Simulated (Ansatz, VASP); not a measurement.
Al3P5 in VASP and in Ansatz

The input INCAR:

```
  PREC = Accurate
  ENCUT = 600
  EDIFF = 1E-6
  ISMEAR = 0
  SIGMA = 0.1
  LREAL = F
  LASPH = T
  NELM = 80
  ALGO = Normal
  ISIF = 3
  LWAVE = F
  LCHARG = F
  GGA = PE
  IBRION = 2
  NSW = 100
  EDIFFG = -0.01
```

The input KPOINTS:

```
Automatic mesh
0
Gamma
  8 8 8
```

Contents of POSCAR:

```
Al3P5
1.0
    5.0486495042      0.0000000000      0.0000000000
    0.0000000000      5.0486495042      0.0000000000
    0.0000000000      0.0000000000      5.0486495042
Al P
3 5
Direct
    0.5000000000      0.0000000000      0.0000000000
    0.0000000000      0.5000000000      0.0000000000
    0.0000000000      0.0000000000      0.5000000000
    0.0000000000      0.5000000000      0.5000000000
    0.5000000000      0.0000000000      0.5000000000
    0.5000000000      0.5000000000      0.0000000000
    0.5000000000      0.5000000000      0.5000000000
    0.0000000000      0.0000000000      0.0000000000
```

Input for Ansatz:

```yaml
crystal:
  lattice:
    - [5.0486495042, 0.0, 0.0]
    - [0.0, 5.0486495042, 0.0]
    - [0.0, 0.0, 5.0486495042]
  atoms:
    - { symbol: Al, position: [0.5, 0.0, 0.0] }
    - { symbol: Al, position: [0.0, 0.5, 0.0] }
    - { symbol: Al, position: [0.0, 0.0, 0.5] }
    - { symbol: P, position: [0.0, 0.5, 0.5] }
    - { symbol: P, position: [0.5, 0.0, 0.5] }
    - { symbol: P, position: [0.5, 0.5, 0.0] }
    - { symbol: P, position: [0.5, 0.5, 0.5] }
    - { symbol: P, position: [0.0, 0.0, 0.0] }
basis:
  ecutwfc: 420
kpoints:
  mp_grid: { grid: [8, 8, 8] }
hamiltonian:
  xc: pbe
scf:
  occupations: { method: gaussian, width: 0.1 }
output:
  forces: true
  stress: true
  eigenvalues: true
  write_density: true
  write_potential: true
  elf: true
  volumetric_format: npy
relax:
  adjacent_minimum: "off"
  f_tol: 0.01
  max_steps: 80
  cell: { stress_tol: 0.05 }
```

Alike in both runs: task relaxation of cell and atoms; functional PBE; k mesh 8 × 8 × 8; occupations gaussian, width 0.1 eV; no spin polarisation.

```csv
,VASP,Ansatz
version,VASP 6.6.1,Ansatz 0.2.0
potentials or method,"VASP PAW PBE potentials, release 64 (Al, P), cutoff 600 eV","scalar-relativistic, plane waves, PAW"
valence electrons in the cell,34,34
```

|  | VASP | Ansatz | Ansatz less VASP |
| --- | --- | --- | --- |
| gap on the k mesh at the Fermi level, each at its own relaxed structure (eV) | none | none | - |
| relaxed volume (Å³/atom) | 16.05 | 16.07 | +0.028 |
| relaxed cell length with the largest relative difference (Å) | 5.045 | 5.047 | +0.0029 |

A gap of «none» marks a metal or a gap that the smearing closes.
